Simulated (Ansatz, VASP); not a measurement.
## SnGe7: VASP beside Ansatz

Contents of POSCAR:

```
SnGe7
1.0
   -0.0055255554      5.7897848215      5.8004018839
    5.7897848215     -0.0055255554      5.8004018839
    5.7842592662      5.7842592662      0.0000000000
Ge Sn
14 2
Direct
    0.0006947852      0.0006947852     -0.0006947852
    0.0006947852      0.0006947852      0.4993052148
    0.0131079946      0.4953380355     -0.0042230150
    0.0131079946      0.4953380355      0.4957769850
    0.4953380355      0.0131079946     -0.0042230150
    0.4953380355      0.0131079946      0.4957769850
    0.4901197723      0.4901197723      0.0098802277
    0.4901197723      0.4901197723      0.5098802277
    0.1257798533      0.1257798533      0.1242201467
    0.1257798533      0.1257798533      0.6242201467
    0.1249887366      0.6248972432      0.1250570101
    0.1249887366      0.6248972432      0.6250570101
    0.6248972432      0.1249887366      0.1250570101
    0.6248972432      0.1249887366      0.6250570101
    0.6250735793      0.6250735793      0.1249264207
    0.6250735793      0.6250735793      0.6249264207
```

File INCAR.step1:

```
SYSTEM = SnGe7
PREC = Accurate ; ENCUT = 520
ISMEAR = 0 ; SIGMA = 0.1
LREAL = Auto ; LASPH = .TRUE.
NELM = 100 ; NBANDS = 126
GGA = PE ; ALGO = Normal
EDIFF = 1E-4 ; LWAVE = .TRUE.
LCHARG = .FALSE. ; LUSENCCL = .FALSE.
```

Contents of INCAR.step2:

```
SYSTEM = SnGe7
PREC = Accurate ; ENCUT = 520
EDIFF = 1E-7 ; ISMEAR = 0
SIGMA = 0.1 ; LREAL = Auto
LASPH = .TRUE. ; NELM = 100
ALGO = Normal ; ISIF = 2
LWAVE = .FALSE. ; LCHARG = .TRUE.
METAGGA = R2SCAN ; LMIXTAU = .TRUE.
LELF = .TRUE. ; LVHAR = .TRUE.
NBANDS = 126 ; ISTART = 1
LUSENCCL = .FALSE.
```

Contents of KPOINTS:

```
Automatic mesh
0
G
  6 6 6
  0 0 0
```

Input for Ansatz:

```yaml
crystal:
  lattice:
    - [-0.0055255554, 5.7897848215, 5.8004018839]
    - [5.7897848215, -0.0055255554, 5.8004018839]
    - [5.7842592662, 5.7842592662, 0.0]
  atoms:
    - { symbol: Ge, position: [0.0006947852, 0.0006947852, -0.0006947852] }
    - { symbol: Ge, position: [0.0006947852, 0.0006947852, 0.4993052148] }
    - { symbol: Ge, position: [0.0131079946, 0.4953380355, -0.004223015] }
    - { symbol: Ge, position: [0.0131079946, 0.4953380355, 0.495776985] }
    - { symbol: Ge, position: [0.4953380355, 0.0131079946, -0.004223015] }
    - { symbol: Ge, position: [0.4953380355, 0.0131079946, 0.495776985] }
    - { symbol: Ge, position: [0.4901197723, 0.4901197723, 0.0098802277] }
    - { symbol: Ge, position: [0.4901197723, 0.4901197723, 0.5098802277] }
    - { symbol: Ge, position: [0.1257798533, 0.1257798533, 0.1242201467] }
    - { symbol: Ge, position: [0.1257798533, 0.1257798533, 0.6242201467] }
    - { symbol: Ge, position: [0.1249887366, 0.6248972432, 0.1250570101] }
    - { symbol: Ge, position: [0.1249887366, 0.6248972432, 0.6250570101] }
    - { symbol: Ge, position: [0.6248972432, 0.1249887366, 0.1250570101] }
    - { symbol: Ge, position: [0.6248972432, 0.1249887366, 0.6250570101] }
    - { symbol: Sn, position: [0.6250735793, 0.6250735793, 0.1249264207] }
    - { symbol: Sn, position: [0.6250735793, 0.6250735793, 0.6249264207] }
basis:
  ecutwfc: 500
kpoints:
  mp_grid: { grid: [6, 6, 6] }
  band_path:
    path:
      - [0.0, 0.0, 0.0]
      - [0.16666667, -0.16666667, 0.0]
      - [0.0, 0.0, 0.16666667]
    npoints: 1
hamiltonian:
  xc: r2scan
scf:
  occupations: { method: gaussian, width: 0.1 }
  n_extra_bands: 11
output:
  forces: true
  stress: true
  eigenvalues: true
```

Alike in both runs: task single point; functional r2SCAN; k mesh 6 × 6 × 6; occupations gaussian, width 0.1 eV; no spin polarisation.

```csv
,VASP,Ansatz
version,VASP 6.6.1,Ansatz 0.2.0
potentials or method,"VASP PAW PBE potentials, release 64 (Ge_d, Sn_d), cutoff 520 eV","scalar-relativistic, plane waves, PAW"
valence electrons in the cell,224,224
```

|  | VASP | Ansatz | Ansatz less VASP |
| --- | --- | --- | --- |
| pressure (GPa) | 0.1 | 0.1 | -0.01 |
| rms of the force components (eV/Å) | 0.018 | 0.020 | +0.0014 |

VASP's potentials were made for PBE, not for r2SCAN. Atom by atom the forces differ by 0.002 eV/Å (rms over components). The functional is the same, so the differences come from potentials, cutoffs and numerics.
